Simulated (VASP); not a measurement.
Write the native input for VASP 6.6.1 that does the following.

* Task: single point
* Functional: r2SCAN
* Potentials or basis: VASP PAW PBE potentials, release 64 (In_d)
* Cutoff: 520 eV
* k mesh: 9 × 9 × 11
* Occupations: fermi-dirac, width 0.1 eV
* Spin: no spin polarisation
* Dipole correction: no
* Further INCAR settings: ALGO = Normal; EDIFF = 1e-06; NBANDS = 12

In:

```
CELL_PARAMETERS angstrom
-1.61906 1.66124 2.52477
1.66124 -1.61906 2.52477
1.56693 1.56693 -2.49705
ATOMIC_POSITIONS crystal
In 0.00000 0.00000 0.00000
```

The input as run:

POSCAR

```
In
1.0
   -1.6190646052      1.6612415974      2.5247666629
    1.6612415974     -1.6190646052      2.5247666629
    1.5669310712      1.5669310712     -2.4970521319
In
1
Direct
    0.0000000000      0.0000000000      0.0000000000
```

INCAR.step1

```
PREC     = Accurate       # precision mode
ENCUT    = 520            # plane-wave cutoff, eV
ISMEAR   = -1             # smearing method
SIGMA    = 0.1            # smearing width, eV
LREAL    = False          # projectors in reciprocal space
LASPH    = True           # aspherical terms in the spheres
NELM     = 100            # most SCF steps
NBANDS   = 12             # bands
GGA      = PE             # functional
ALGO     = Normal         # electronic algorithm
EDIFF    = 1E-4           # SCF threshold, eV
LWAVE    = True           # write WAVECAR
LCHARG   = False          # write CHGCAR
```

INCAR.step2

```
PREC     = Accurate       # precision mode
ENCUT    = 520            # plane-wave cutoff, eV
EDIFF    = 1E-6           # SCF threshold, eV
ISMEAR   = -1             # smearing method
SIGMA    = 0.1            # smearing width, eV
LREAL    = False          # projectors in reciprocal space
LASPH    = True           # aspherical terms in the spheres
NELM     = 100            # most SCF steps
ALGO     = Normal         # electronic algorithm
ISIF     = 2              # what is computed and relaxed
LWAVE    = False          # write WAVECAR
LCHARG   = True           # write CHGCAR
METAGGA  = R2SCAN         # meta-GGA
LMIXTAU  = True         
LELF     = True           # ELF
LVHAR    = True         
NBANDS   = 12             # bands
ISTART   = 1
```

KPOINTS

```
Automatic mesh
0
Gamma
  9 9 11
```

Potentials or basis: VASP PAW PBE potentials, release 64 (In_d).

Launch:

```bash
$ cat potpaw_PBE.64/In_d/POTCAR > POTCAR
$ cp INCAR.step1 INCAR
$ mpirun -np 1 vasp_std > vasp.out
$ cp INCAR.step2 INCAR
$ mpirun -np 1 vasp_std > vasp.out
```

It gave:

The pressure is 0.0 GPa.

Caveat: the PAW data sets were made with another functional, which shifts forces and pressure a little.

Wall time 4.2 min on 1 thread of Intel(R) Xeon(R) 6975P-C (Granite Rapids), on a shared host, peak memory 0.22 GiB.
